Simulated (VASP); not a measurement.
ZnMo3: single point with PBE

Crystal: ZnMo3.

```
Zn Mo
1.0
     4.07044    0.00000    0.00000
     0.00000    4.07044    0.00000
     0.00000    0.00000    4.07044
Zn Mo
1 3
Cartesian
  0.0000 0.0000 0.0000
  0.0000 2.0352 2.0352
  2.0352 0.0000 2.0352
  2.0352 2.0352 0.0000
```

| Item | Value |
| --- | --- |
| Program | VASP 6.6.1 |
| Task | single point |
| Functional | PBE |
| Potentials or basis | VASP PAW PBE potentials, release 64 (Zn, Mo_sv) |
| Cutoff | 520 eV |
| k mesh | 6 × 6 × 6 |
| Occupations | fermi-dirac, width 0.1 eV |
| Spin | no spin polarisation |

```
Pressure               : -17.2 GPa
Band gap on the k mesh : zero (band 27 reaches 9.76 eV, above the bottom of band 28 at 8.45 eV)
```

Levels at points of the mesh, in eV from the Fermi level:
```csv
k point,band 23,band 24,band 25,band 26,band 27,band 28,band 29,band 30,band 31,band 32
"(0.00, 0.00, 0.00)",-2.78,-2.78,0.79,0.79,0.79,1.90,1.90,1.90,2.29,2.29
"(0.50, 0.00, 0.00)",-2.44,-1.26,-0.77,-0.77,-0.33,0.06,0.32,0.78,0.78,1.07
"(0.50, 0.50, 0.00)",-1.98,-1.97,-1.97,-0.63,-0.63,0.30,0.30,0.30,1.23,1.32
"(0.50, 0.50, 0.50)",-1.07,-1.07,-0.33,-0.33,-0.33,0.66,0.66,0.66,1.25,1.47
```

Wall time 29 s on 1 thread of Intel(R) Xeon(R) Platinum 8488C (Sapphire Rapids) (shared host), peak memory 0.18 GiB.
